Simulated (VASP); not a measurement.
# Si5Ge in VASP: further runs

The runs below take Si5Ge through single point, with PBE.

All numbers are computed with VASP 6.6.1; they aren't measurements. Logs are shortened: lines on timing, memory, paths and dates and some standing lists are left out, and cuts for length are marked.

## Step 1: The cell of the first run

The typed cell holds 6 atoms: a = 3.288 Å, b = 3.290 Å, c = 8.611 Å, α = 90.00°, β = 90.00°, γ = 90.00°.

## Step 2: Single point, PBE

INCAR reads:

```
ALGO = Normal ; EDIFF = 1E-7
ENCUT = 520 ; GGA = PE
ISIF = 2 ; ISMEAR = 0
LASPH = T ; LCHARG = T
LELF = T ; LREAL = F
LVHAR = T ; LWAVE = F
NBANDS = 26 ; NELM = 80
PREC = Accurate ; SIGMA = 0.1
```

KPOINTS reads:

```
k-points
0
Gamma
  12 12 4
```

POSCAR reads:

```
Si5Ge
1.0
    3.2882842030      0.0000000000      0.0000000000
    0.0000000000      3.2901436350      0.0000000000
    0.0000000000      0.0000000000      8.6109639847
Si Ge
5 1
Direct
    0.0000000000      0.0000000000      0.8420949374
    0.5000000000      0.5000000000      0.0000000000
    0.0000000000      0.0000000000      0.1579050626
    0.5000000000      0.5000000000      0.3018637063
    0.5000000000      0.5000000000      0.6981362937
    0.0000000000      0.0000000000      0.5000000000
```

Potentials or basis: VASP PAW PBE potentials, release 64 (Si, Ge_d).

Launch:

```
$ cat potpaw_PBE.64/Si/POTCAR potpaw_PBE.64/Ge_d/POTCAR > POTCAR
$ mpirun -np 1 vasp_std > vasp.out
```

OUTCAR:

```text
EDIFF = 1E-7
   ENCUT = 520
   GGA = PE
   ISIF = 2
   ISMEAR = 0
   LASPH = T
   LREAL = F
   NELM = 80
   PREC = Accurate

 ion  position               nearest neighbor table
   1  0.000  0.000  0.842-   5 2.64   5 2.64   5 2.64   5 2.64   2 2.69   2 2.69   2 2.69   2 2.69
                             3 2.72   6 2.95
   2  0.500  0.500  0.000-   4 2.60   5 2.60   1 2.69   3 2.69   1 2.69   3 2.69   1 2.69   3 2.69
                             1 2.69   3 2.69
   3  0.000  0.000  0.158-   4 2.64   4 2.64   4 2.64   4 2.64   2 2.69   2 2.69   2 2.69   2 2.69
                             1 2.72   6 2.95
   4  0.500  0.500  0.302-   2 2.60   3 2.64   3 2.64   3 2.64   3 2.64   6 2.88   6 2.88   6 2.88
                             6 2.88
   5  0.500  0.500  0.698-   2 2.60   1 2.64   1 2.64   1 2.64   1 2.64   6 2.88   6 2.88   6 2.88
                             6 2.88
   6  0.000  0.000  0.500-   4 2.88   5 2.88   4 2.88   5 2.88   4 2.88   5 2.88   4 2.88   5 2.88
                             1 2.95   3 2.95

  LATTYP: Found a simple orthorhombic cell.
 ALAT       =     3.2882842030
 B/A-ratio  =     1.0005654718
 C/A-ratio  =     2.6186799720

  Lattice vectors:

 A1 = (   3.2882842030,   0.0000000000,   0.0000000000)
 A2 = (   0.0000000000,   3.2901436350,   0.0000000000)
 A3 = (   0.0000000000,   0.0000000000,   8.6109639847)

Analysis of symmetry for initial positions (statically):
=====================================================================
 Subroutine PRICEL returns:
 Original cell was already a primitive cell.

 Routine SETGRP: Setting up the symmetry group for a
 simple orthorhombic supercell.

 Subroutine GETGRP returns: Found  8 space group operations
 (whereof  8 operations were pure point group operations)
 out of a pool of  8 trial point group operations.

The static configuration has the point symmetry D_2h.

Analysis of symmetry for dynamics (positions and initial velocities):
=====================================================================
 Subroutine PRICEL returns:
 Original cell was already a primitive cell.

 Routine SETGRP: Setting up the symmetry group for a
 simple orthorhombic supercell.

 Subroutine GETGRP returns: Found  8 space group operations
 (whereof  8 operations were pure point group operations)
 out of a pool of  8 trial point group operations.

The dynamic configuration has the point symmetry D_2h.

 Subroutine INISYM returns: Found  8 space group operations
 (whereof  8 operations are pure point group operations),
 and found     1 'primitive' translations

----------------------------------------------------------------------------------------

                                     Primitive cell

  volume of cell :      93.1614

  direct lattice vectors                    reciprocal lattice vectors
     3.288284203  0.000000000  0.000000000     0.304109967  0.000000000  0.000000000
     0.000000000  3.290143635  0.000000000     0.000000000  0.303938098  0.000000000
     0.000000000  0.000000000  8.610963985     0.000000000  0.000000000  0.116131016

  length of vectors
     3.288284203  3.290143635  8.610963985     0.304109967  0.303938098  0.116131016

  position of ions in fractional coordinates (direct lattice)
     0.000000000  0.000000000  0.842094937
     0.500000000  0.500000000  0.000000000
     0.000000000  0.000000000  0.157905063
     0.500000000  0.500000000  0.301863706
     0.500000000  0.500000000  0.698136294
     0.000000000  0.000000000  0.500000000

  ion indices of the primitive-cell ions
   primitive index   ion index
                 1           1
                 2           2
                 3           3
                 4           4
                 5           5
                 6           6

----------------------------------------------------------------------------------------

 KPOINTS: k-points

Automatic generation of k-mesh.
 Grid dimensions read from file:
 generate k-points for:   12   12    4

 Generating k-lattice:

  Cartesian coordinates                     Fractional coordinates (reciprocal lattice)
     0.025342497  0.000000000  0.000000000     0.083333333  0.000000000  0.000000000
     0.000000000  0.025328175  0.000000000     0.000000000  0.083333333  0.000000000
     0.000000000  0.000000000  0.029032754     0.000000000  0.000000000  0.250000000

  Length of vectors
     0.025342497  0.025328175  0.029032754

  Shift w.r.t. Gamma in fractional coordinates (k-lattice)
     0.000000000  0.000000000  0.000000000

 Subroutine IBZKPT returns following result:
 ===========================================

 Found    147 irreducible k-points:

 Following reciprocal coordinates:
            Coordinates               Weight
  0.000000  0.000000  0.000000      1.000000
  0.083333  0.000000  0.000000      2.000000
  0.166667  0.000000  0.000000      2.000000
  0.250000  0.000000  0.000000      2.000000
  0.333333  0.000000  0.000000      2.000000
  0.416667  0.000000  0.000000      2.000000
[... 16 lines left out ...]
  0.083333  0.250000  0.000000      4.000000
  0.166667  0.250000  0.000000      4.000000
 [... further k-points ...]
   k-points           NKPTS =    147   k-points in BZ     NKDIM =    147   number of bands    NBANDS=     26
   number of dos      NEDOS =    301   number of ions     NIONS =      6
   total plane-waves  NPLWV =  36864
   dimension x,y,z NGX =    24 NGY =   24 NGZ =   64
   dimension x,y,z NGXF=    48 NGYF=   48 NGZF=  128
   ions per type =               5   1
   NGX,Y,Z   is equivalent  to a cutoff of  12.13, 12.13, 12.36 a.u.
   NGXF,Y,Z  is equivalent  to a cutoff of  24.27, 24.25, 24.71 a.u.
 SYSTEM =  unknown system
   PREC   = accura    normal or accurate (medium, high low for compatibility)
   ISTART =      0    job   : 0-new  1-cont  2-samecut
   ICHARG =      2    charge: 1-file 2-atom 10-const
   ISPIN  =      1    spin polarized calculation?
   LNONCOLLINEAR =      F non collinear calculations
   LSORBIT =      F    spin-orbit coupling
   LASPH  =      T    aspherical Exc in radial PAW
   ENCUT  =  520.0 eV  38.22 Ry    6.18 a.u.   6.11  6.12 16.01*2*pi/ulx,y,z
   NELM   =     80;   NELMIN=  2; NELMDL= -5     # of ELM steps
   EDIFF  = 0.1E-06   stopping-criterion for ELM
   LREAL  =      F    real-space projection
   EDIFFG = 0.1E-05   stopping-criterion for IOM
   NSW    =      0    number of steps for IOM
   IBRION =     -1    ionic relax: 0-MD 1-quasi-New 2-CG
   NFREE  =      0    steps in history (QN), initial steepest desc. (CG)
   ISIF   =      2    stress and relaxation
   ISYM   =      2    0-nonsym 1-usesym 2-fastsym
   POTIM  = 0.5000    time-step for ionic-motion
   TEBEG  =    0.0;   TEEND  =   0.0 temperature during run
   PSTRESS=    0.0 pullay stress
   NELECT =      34.0000    total number of electrons
   NUPDOWN=      -1.0000    fix difference up-down
   EMIN   =  10.00;   EMAX   =-10.00  energy-range for DOS
   EFERMI =   0.00;   METHOD = LEGACY
   ISMEAR =     0;   SIGMA  =   0.10  broadening in eV -4-tet -1-fermi 0-gaus
   EFERMI_NEDOS =   21; number of points for ismear=-14 and -15
   IALGO  =     38    algorithm
   IMIX   =      4    mixing-type and parameters
     AMIX     =   0.40;   BMIX     =  1.00
     AMIX_MAG =   1.60;   BMIX_MAG =  1.00
  volume/ion in A,a.u.               =      15.53       104.78
  Fermi-wavevector in a.u.,A,eV,Ry     =   1.169919  2.210826 18.622438  1.368711
  Thomas-Fermi vector in A             =   2.306385
   LORBIT       =      0    0 simple, 1 ext, 2 COOP (PROOUT), +10 PAW based schemes
   GGA     = PE    functional components
   LHFCALC =     F    Hartree Fock is set to
   AEXX    =    0.0000 exact exchange contribution
   IVDW    =     0    specifies the selected vdW correction
   LEPSILON=     F    determine dielectric tensor
   LRPA    =     F    only Hartree local field effects (RPA)
 non-spin polarized calculation
 Gauss-broadening in eV      SIGMA  =   0.10
  energy-cutoff  :      520.00
  volume of cell :       93.16
 maximum number of plane-waves:      2544
   NGX = 13   NGY = 13   NGZ = 33

 number of electron      33.9999991 magnetization

 Free energy of the ion-electron system (eV)
  ---------------------------------------------------
  ext. energy  EPLUGINS =         0.00000000
  ---------------------------------------------------
  free energy    TOTEN  =       -28.74376838 eV

  energy without entropy =      -28.73090931  energy(sigma->0) =      -28.73733885

 E-fermi :   9.0840     XC(G=0): -11.1192

 val. band max:        9.0838490624   @ k =   0.0833   0.1667   0.0000
 cond. band min:       9.0839928982   @ k =   0.0833   0.5000   0.2500
 fundamental gap:      0.0001438357
 Fermi energy:         9.0839828407

 k-point     1 :       0.0000    0.0000    0.0000
  band No.  band energies     occupation
      1     -15.6139      2.00000
      2     -15.6053      2.00000
      3     -15.5888      2.00000
      4     -15.5888      2.00000
      5     -15.5773      2.00000
      6      -4.9629      2.00000
[... 18 lines left out ...]
     25      14.3723      0.00000
     26      14.3839      0.00000

 k-point     2 :       0.0833    0.0000    0.0000
  band No.  band energies     occupation
      1     -15.6122      2.00000
      2     -15.6044      2.00000
      3     -15.5898      2.00000
      4     -15.5887      2.00000
      5     -15.5781      2.00000
      6      -4.8699      2.00000
[... 18 lines left out ...]
     25      14.2404      0.00000
     26      14.4353      0.00000

 k-point     3 :       0.1667    0.0000    0.0000
  band No.  band energies     occupation
      1     -15.6091      2.00000
      2     -15.6002      2.00000
      3     -15.5927      2.00000
      4     -15.5884      2.00000
      5     -15.5804      2.00000
      6      -4.5911      2.00000
[... 18 lines left out ...]
     25      14.6024      0.00000
     26      15.0822      0.00000

 k-point     4 :       0.2500    0.0000    0.0000
  band No.  band energies     occupation
      1     -15.6075      2.00000
      2     -15.5966      2.00000
      3     -15.5919      2.00000
      4     -15.5880      2.00000
      5     -15.5834      2.00000
      6      -4.1275      2.00000
[... 18 lines left out ...]
     25      14.8650      0.00000
     26      14.8855      0.00000

 k-point     5 :       0.3333    0.0000    0.0000
  band No.  band energies     occupation
      1     -15.6067      2.00000
      2     -15.6004      2.00000
      3     -15.5877      2.00000
      4     -15.5864      2.00000
      5     -15.5829      2.00000
      6      -3.4807      2.00000
[... 18 lines left out ...]
     25      14.6351      0.00000
     26      14.7477      0.00000

 k-point     6 :       0.4167    0.0000    0.0000
  band No.  band energies     occupation
      1     -15.6062      2.00000
      2     -15.6033      2.00000
      3     -15.5887      2.00000
      4     -15.5874      2.00000
      5     -15.5762      2.00000
      6      -2.6539      2.00000
[... 427 lines left out ...]
 k-point    21 :       0.5000    0.1667    0.0000
  band No.  band energies     occupation
      1     -15.6036      2.00000
      2     -15.5984      2.00000
      3     -15.5937      2.00000
      4     -15.5909      2.00000
      5     -15.5714      2.00000
      6      -1.3298      2.00000
[... 18 lines left out ...]
     25      14.7033      0.00000
     26      15.0899      0.00000

 k-point    22 :       0.0000    0.2500    0.0000
  band No.  band energies     occupation
      1     -15.6077      2.00000
      2     -15.5966      2.00000
      3     -15.5919      2.00000
      4     -15.5880      2.00000
      5     -15.5834      2.00000
      6      -4.1285      2.00000
[... 18 lines left out ...]
     25      14.8665      0.00000
     26      14.8924      0.00000

 k-point    23 :       0.0833    0.2500    0.0000
  band No.  band energies     occupation
      1     -15.6053      2.00000
      2     -15.5964      2.00000
      3     -15.5916      2.00000
      4     -15.5890      2.00000
      5     -15.5843      2.00000
      6      -4.0360      2.00000
[... 18 lines left out ...]
     25      14.2025      0.00000
     26      14.8872      0.00000

 k-point    24 :       0.1667    0.2500    0.0000
  band No.  band energies     occupation
      1     -15.5994      2.00000
      2     -15.5960      2.00000
      3     -15.5918      2.00000
      4     -15.5903      2.00000
      5     -15.5870      2.00000
      6      -3.7590      2.00000
[... 18 lines left out ...]
     25      13.9966      0.00000
     26      14.4712      0.00000

 [... further k-points ...]
[... 5 lines left out ...]
  --------------------------------------------------------------------------------------
  -------------------------------------------------------------------------------------
  Total       -0.0055790     -0.0211284     -0.0154286      0.0000000      0.0000000      0.0000000
  in kB       -0.0959466     -0.3633632     -0.2653392      0.0000000      0.0000000      0.0000000
  external PRESSURE =      -0.2415497 kB  Pullay stress =       0.0000000 kB

 VOLUME and BASIS-vectors are now :
 -----------------------------------------------------------------------------
  energy-cutoff  :      520.00
  volume of cell :       93.16
      direct lattice vectors                 reciprocal lattice vectors
     3.288284203  0.000000000  0.000000000     0.304109967  0.000000000  0.000000000
     0.000000000  3.290143635  0.000000000     0.000000000  0.303938098  0.000000000
     0.000000000  0.000000000  8.610963985     0.000000000  0.000000000  0.116131016

 POSITION                                       TOTAL-FORCE (eV/Angst)
 -----------------------------------------------------------------------------------
      0.00000      0.00000      7.25125         0.000000     -0.000000      0.003361
      1.64414      1.64507      0.00000         0.000000      0.000000      0.000000
      0.00000      0.00000      1.35971         0.000000      0.000000     -0.003361
      1.64414      1.64507      2.59934         0.000000      0.000000     -0.008112
      1.64414      1.64507      6.01163         0.000000      0.000000      0.008112
      0.00000      0.00000      4.30548         0.000000      0.000000      0.000000
 -----------------------------------------------------------------------------------
    total drift:                                0.000000     -0.000000      0.000000

  FREE ENERGIE OF THE ION-ELECTRON SYSTEM (eV)
  ---------------------------------------------------
  free  energy   TOTEN  =       -28.7437683765 eV

  energy  without entropy=      -28.7309093147  energy(sigma->0) =      -28.73733885
```

Wall time 3 min (1 thread of Intel Xeon 6975P-C, shared host); peak memory 0.41 GiB.

Results:

- Free energy: -28.7438 eV
- Pressure: 0.0 GPa
- Largest force: 0.008 eV/Å
- Band gap on the k mesh: zero (band 17 reaches 11.47 eV, above the bottom of band 18 at 6.68 eV)

Forces in eV/Å, atoms in the order of the input:
```
Si   0.000  0.000  0.003
Si   0.000  0.000  0.000
Si   0.000  0.000 -0.003
Si   0.000  0.000 -0.008
Si   0.000  0.000  0.008
Ge   0.000  0.000  0.000
```

(Part 1 of 2 ends here.)
